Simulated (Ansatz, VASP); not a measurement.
Two plane-wave programs on F

```
CELL_PARAMETERS angstrom
3.06295 -1.87694 -0.23624
3.06295 1.87694 -0.23624
-2.26822 0.00000 7.50217
ATOMIC_POSITIONS crystal
F 0.08485 0.08485 0.09400
F 0.91515 0.91515 0.90600
F 0.50157 0.50157 0.59372
F 0.49843 0.49843 0.40628
```

Change from the starting cell: volume 21.062 Å^3 an atom, stretch along a over the lengths across it, relative to the relaxed cell 0.9379.

Alike in both runs: task single point; functional PBEsol; k mesh 4 × 4 × 2; occupations gaussian, width 0.05 eV; no spin polarisation.

|  | VASP | Ansatz |
| --- | --- | --- |
| version | VASP 6.6.1 | Ansatz 0.2.0 |
| potentials or method | VASP PAW PBE potentials, release 64 (F), cutoff 520 eV | scalar-relativistic, plane waves, PAW |
| valence electrons in the cell | 28 | 28 |

Ansatz gave:

* gap on the k mesh at the Fermi level (eV): 2.44
* least direct gap on the mesh (eV): 2.49
* pressure (GPa): -3.7
* traceless stress, the component that is largest in VASP (GPa): -5.94
* rms of the force components (eV/Å): 1.105

Question: Which values does VASP return?

Answer: gap on the k mesh at the Fermi level (eV): 2.38; least direct gap on the mesh (eV): 2.43; pressure (GPa): -3.6; traceless stress, the component that is largest in VASP (GPa): -4.96; rms of the force components (eV/Å): 0.925.

VASP's potentials were made for PBE, not for PBEsol. Atom by atom the forces differ by 0.181 eV/Å (rms over components). With one functional, cell and mesh, what is left measures potentials, basis and numerics.

The k mesh is coarse, so the values compare programs but aren't converged.
